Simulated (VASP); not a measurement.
Runs of VASP 6.6.1 on SnO. The structure is that of space group P4/nmm (No. 129), or close to it. The cells are those of the table. 

| level | cell | k mesh | cutoff (eV) | smearing | grid for exact exchange (PRECFOCK) | screening parameter | gap on the mesh (eV) | pressure (GPa) | largest force (eV/Å) |
| --- | --- | --- | --- | --- | --- | --- | --- | --- | --- |
| r2SCAN | a = 3.831, b = 3.831, c = 4.806 Å, 4 atoms | 6 × 6 × 6 | 660 | gaussian 0.01 eV | - | - | 0.32 | 0.1 | 0.12 |
| PBE | a = 3.755, b = 3.755, c = 4.711 Å, 4 atoms | 6 × 6 × 6 | 600 | fermi-dirac 0.02 eV | - | - | none | 7.5 | 0.58 |
| PBE | a = 3.944, b = 3.944, c = 4.949 Å, 4 atoms | 6 × 6 × 6 | 600 | fermi-dirac 0.02 eV | - | - | (b) | -0.3 | 0.50 |
| PBE | a = 3.679, b = 3.679, c = 4.616 Å, 4 atoms | 6 × 6 × 6 | 600 | fermi-dirac 0.02 eV | - | - | none | 12.0 | 0.60 |
| PBE | a = 3.831, b = 3.831, c = 4.806 Å, 4 atoms | 6 × 6 × 6 | 600 | fermi-dirac 0.02 eV | - | - | 0.20 | 3.9 | 0.55 |
| HSE06 | a = 3.755, b = 3.755, c = 4.711 Å, 4 atoms | 4 × 4 × 4 | 520 | fermi-dirac 0.02 eV | Normal | 0.2079 1/Å | none | 2.6 | 0.04 |
| PBE | a = 3.906, b = 3.906, c = 4.901 Å, 4 atoms | 6 × 6 × 6 | 600 | fermi-dirac 0.02 eV | - | - | (a) | 0.9 | 0.51 |
| PBE | a = 3.717, b = 3.717, c = 4.663 Å, 4 atoms | 6 × 6 × 6 | 600 | fermi-dirac 0.02 eV | - | - | none | 9.8 | 0.60 |

Alike in all rows: task single point; potentials or basis VASP PAW PBE potentials, release 64 (Sn_d, O); no spin polarisation.

**Question.** Fill in the values left out.

**Answer.** (a) 0.65; (b) 0.84.

Caveats: some runs use coarse meshes; spin-orbit coupling is left out, which moves the levels of the heavy elements; the PAW data sets were made with another functional, which shifts forces and pressure a little (some runs).

A k mesh can miss the band edges, and the runs leave out spin-orbit coupling on Sn.

A gap of «none» marks levels without a gap at the run's occupations.
